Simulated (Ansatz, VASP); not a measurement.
**BP in VASP and in Ansatz**

File INCAR:

```
PREC = Accurate
ENCUT = 520
EDIFF = 1E-6
ISMEAR = 0
SIGMA = 0.05
LREAL = F
LASPH = T
NELM = 80
ALGO = Normal
ISIF = 2
LWAVE = F
LCHARG = F
GGA = PS
IVDW = 12
NBANDS = 11
```

File KPOINTS:

```
regular mesh
0
Gamma
  8 8 8
```

Contents of POSCAR:

```
BP
1.0
    0.0000000000      2.2139631411      2.2139631411
    2.2139631411      0.0000000000      2.2139631411
    2.2139631411      2.2139631411      0.0000000000
B P
1 1
Direct
    0.0000000000      0.0000000000      0.0000000000
    0.7500000000      0.7500000000      0.7500000000
```

Input for Ansatz:

```yaml
crystal:
  lattice:
    - [0.0, 2.2139631411, 2.2139631411]
    - [2.2139631411, 0.0, 2.2139631411]
    - [2.2139631411, 2.2139631411, 0.0]
  atoms:
    - { symbol: B, position: [0.0, 0.0, 0.0] }
    - { symbol: P, position: [0.75, 0.75, 0.75] }
basis:
  ecutwfc: 420
  ecutrho_ratio: 4
kpoints:
  mp_grid: { grid: [8, 8, 8] }
hamiltonian:
  xc: pbesol
  dispersion: d3bj
scf:
  occupations: { method: gaussian, width: 0.05 }
output:
  forces: true
  stress: true
  eigenvalues: true
```

Alike in both runs: task single point; functional PBEsol; dispersion D3(BJ); k mesh 8 × 8 × 8; occupations gaussian, width 0.05 eV; no spin polarisation.

|  | VASP | Ansatz |
| --- | --- | --- |
| version | VASP 6.6.1 | Ansatz 0.2.0 |
| potentials or method | VASP PAW PBE potentials, release 64 (B, P), cutoff 520 eV | scalar-relativistic, plane waves, PAW |
| valence electrons in the cell | 8 | 8 |

|  | VASP | Ansatz | Ansatz less VASP |
| --- | --- | --- | --- |
| gap on the k mesh at the Fermi level (eV) | 1.08 | 1.08 | +0.005 |
| least direct gap on the mesh (eV) | 3.48 | 3.48 | +0.007 |
| pressure (GPa) | 7.8 | 7.7 | -0.10 |

VASP's potentials were made for PBE, not for PBEsol.
